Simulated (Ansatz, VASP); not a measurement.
# Ge in VASP and in Ansatz

INCAR

```
PREC = Accurate
ENCUT = 600
EDIFF = 1E-7
ISMEAR = -1
SIGMA = 0.15
LREAL = F
LASPH = T
NELM = 80
ALGO = Normal
ISIF = 3
LWAVE = F
LCHARG = F
IBRION = 2
NSW = 80
EDIFFG = -0.001
```

KPOINTS

```
regular mesh
0
Gamma
  14 14 14
```

POSCAR

```
Ge
1.0
    0.0000000000      2.8107123940      2.8107123940
    2.8107123940      0.0000000000      2.8107123940
    2.8107123940      2.8107123940      0.0000000000
Ge
2
Direct
    0.5000000000      0.5000000000      0.5000000000
    0.7500000000      0.7500000000      0.7500000000
```

Input for Ansatz:

```yaml
crystal:
  lattice:
    - [0.0, 2.810712394, 2.810712394]
    - [2.810712394, 0.0, 2.810712394]
    - [2.810712394, 2.810712394, 0.0]
  atoms:
    - { symbol: Ge, position: [0.5, 0.5, 0.5] }
    - { symbol: Ge, position: [0.75, 0.75, 0.75] }
basis:
  ecutwfc: 420
kpoints:
  mp_grid: { grid: [14, 14, 14] }
hamiltonian:
  xc: lda
  pseudopotentials: { kind: paw, azcp: { folder: soft_1 } }
scf:
  occupations: { method: fermi_dirac, width: 0.15 }
output:
  forces: true
  stress: true
  eigenvalues: true
relax:
  adjacent_minimum: "off"
  f_tol: 0.001
  max_steps: 60
  cell: { stress_tol: 0.01 }
```

Alike in both runs: task relaxation of cell and atoms; functional LDA; k mesh 14 × 14 × 14; occupations fermi-dirac, width 0.15 eV; no spin polarisation.

|  | VASP | Ansatz |
| --- | --- | --- |
| version | VASP 6.6.1 | Ansatz 0.2.0 |
| potentials or method | VASP PAW LDA potentials, release 64 (Ge_d), cutoff 600 eV | scalar-relativistic, plane waves, PAW |
| valence electrons in the cell | 28 | 28 |

Ansatz gave:

| Item | Value |
| --- | --- |
| relaxed volume (Å³/atom) | 22.23 |
| relaxed cell length with the largest relative difference (Å) | 3.976 |

Estimate VASP's values.

relaxed volume (Å³/atom): 22.28; relaxed cell length with the largest relative difference (Å): 3.979.

Ansatz warns that its potentials were made for another functional, while VASP's fit it. LDA's correlation is that of Perdew and Zunger in VASP and of Perdew and Wang (1992) in Ansatz.
